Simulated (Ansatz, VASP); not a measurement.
**Two plane-wave programs on AlP**

The input POSCAR:

```
AlP
1.0
    0.0000000000      2.6833383107      2.6833383107
    2.6833383107      0.0000000000      2.6833383107
    2.6833383107      2.6833383107      0.0000000000
Al P
1 1
Direct
    0.0000000000      0.0000000000      0.0000000000
    0.2500000000      0.2500000000      0.2500000000
```

Contents of INCAR.step1:

```
SYSTEM = AlP
ALGO = Normal
EDIFF = 1E-5
ENCUT = 550
GGA = PE
GGA_COMPAT = .FALSE.
ISMEAR = 0
LASPH = .TRUE.
LCHARG = .FALSE.
LREAL = .FALSE.
LWAVE = .TRUE.
NBANDS = 11
NELM = 120
PREC = Accurate
SIGMA = 0.01
```

The input INCAR.step2:

```
SYSTEM = AlP
ALGO = Normal
EDIFF = 1E-6
ENCUT = 550
GGA_COMPAT = .FALSE.
ISIF = 2
ISMEAR = 0
ISTART = 1
LASPH = .TRUE.
LCHARG = .TRUE.
LELF = .TRUE.
LMIXTAU = .TRUE.
LREAL = .FALSE.
LVHAR = .TRUE.
LWAVE = .FALSE.
METAGGA = R2SCAN
NBANDS = 11
NELM = 120
PREC = Accurate
SIGMA = 0.01
```

File KPOINTS:

```
k-points
0
G
  6 6 6
  0 0 0
```

Input for Ansatz:

```yaml
crystal:
  lattice:
    - [0.0, 2.6833383107, 2.6833383107]
    - [2.6833383107, 0.0, 2.6833383107]
    - [2.6833383107, 2.6833383107, 0.0]
  atoms:
    - { symbol: Al, position: [0.0, 0.0, 0.0] }
    - { symbol: P, position: [0.25, 0.25, 0.25] }
kpoints:
  mp_grid: { grid: [6, 6, 6] }
hamiltonian:
  xc: r2scan
scf:
  occupations: { method: fixed }
  n_extra_bands: 4
output:
  forces: true
  stress: true
  eigenvalues: true
```

Alike in both runs: task single point; functional r2SCAN; k mesh 6 × 6 × 6; no spin polarisation.

|  | VASP | Ansatz |
| --- | --- | --- |
| version | VASP 6.6.1 | Ansatz 0.2.0 |
| potentials or method | VASP PAW PBE potentials, release 64 (Al, P) | plane waves, PAW |
| plane-wave cutoff (eV) | 550 | 500 |
| occupations | gaussian, width 0.01 eV | fixed |
| valence electrons in the cell | 8 | 8 |

Ansatz gave:

- gap on the k mesh at the Fermi level (eV): 1.81
- pressure (GPa): 6.4

Question: Which values does VASP return?

Answer: gap on the k mesh at the Fermi level (eV): 1.81; pressure (GPa): 6.0.

VASP's potentials were made for PBE, not for r2SCAN.
